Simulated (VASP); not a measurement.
## SiBBr: density of states with PBE

The system is SiBBr.

```
Si B Br
1.0
     3.42674    0.00000    0.00000
     0.00000    3.42674    0.00000
     0.00000    0.00000    5.40748
Si B Br
1 1 1
Direct
  0.00000 0.00000 0.50000
  0.50000 0.50000 0.00000
  0.00000 0.00000 0.00000
```

```json
{
  "Program": "VASP 6.6.1",
  "Task": "density of states",
  "Functional": "PBE",
  "Potentials or basis": "VASP PAW PBE potentials, release 64 (Si, B, Br)",
  "Cutoff": "520 eV",
  "k mesh": "14 × 14 × 10",
  "Occupations": "gaussian, width 0.1 eV",
  "Spin": "no spin polarisation",
  "Dipole correction": "no",
  "k mesh for the DOS": "21 × 21 × 15",
  "Occupations for the DOS": "tetrahedron",
  "Further INCAR settings": "ALGO = Normal; EDIFF = 1e-06"
}
```

The valence electrons inside the program's atomic spheres are Si 1.47; B 1.45; Br 4.81.

Levels at points of the mesh, in eV from the Fermi level:
| k point | band 5 | band 6 | band 7 | band 8 | band 9 | band 10 |
| --- | --- | --- | --- | --- | --- | --- |
| (0.00, 0.00, 0.00) | -4.91 | -4.02 | 1.90 | 3.21 | 3.21 | 4.02 |

Wall time 5.6 min on 1 thread of Oxide Virtual Turin-like Processor, on a shared host, peak memory 0.51 GiB.
